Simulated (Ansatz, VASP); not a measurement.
This is a calculation of SiO for VASP 6.6.1.

File INCAR:

```
ALGO = Normal
EDIFF = 1E-7
ENCUT = 520
GGA = PE
ISIF = 2
ISMEAR = -1
LASPH = True
LCHARG = False
LREAL = False
LWAVE = False
NBANDS = 12
NELM = 100
PREC = Accurate
SIGMA = 0.05
```

KPOINTS

```
k-points
0
Gamma
  5 5 5
```

Contents of POSCAR:

```
SiO
1.0
    0.0000000000      2.4336400000      2.4336400000
    2.4336400000      0.0000000000      2.4336400000
    2.4336400000      2.4336400000      0.0000000000
Si O
1 1
Direct
    0.7500000000      0.7500000000      0.7500000000
    0.0000000000      0.0000000000      0.0000000000
```

Potentials or basis: VASP PAW PBE potentials, release 64 (Si, O).

The run is started by

```console
$ cat potpaw_PBE.64/Si/POTCAR potpaw_PBE.64/O/POTCAR > POTCAR
$ mpirun -np 1 vasp_std > vasp.out
```

**Question.** Set up the same calculation for Ansatz 0.2.0. Potentials there: Ansatz PAW.

**Answer.** As run (the cutoff follows the program's own potentials):

Contents of input.yaml:

```yaml
crystal:
  lattice:
    - [0.0, 2.43364, 2.43364]
    - [2.43364, 0.0, 2.43364]
    - [2.43364, 2.43364, 0.0]
  atoms:
    - { symbol: Si, position: [0.75, 0.75, 0.75] }
    - { symbol: O, position: [0.0, 0.0, 0.0] }
hamiltonian:
  xc: pbe
  pseudopotentials: { kind: paw }
kpoints:
  mp_grid: { grid: [5, 5, 5] }
scf:
  occupations: { method: fermi_dirac, width: 0.05 }
output:
  forces: true
  stress: true
  eigenvalues: true
```

Potentials or basis: Ansatz PAW.

Command:

```bash
$ ansatz run input.yaml --threads 2 --pin off --max-ram 5632MiB --backend cpu --events-out ev --progress --plain --runs-dir out
```

Both were run:

|  | VASP | Ansatz | Ansatz less VASP |
| --- | --- | --- | --- |
| pressure (GPa) | 0.7 | 0.6 | -0.04 |

The functional is the same, so the differences come from potentials, cutoffs and numerics.

The k mesh is coarse, so the values compare programs but aren't converged.
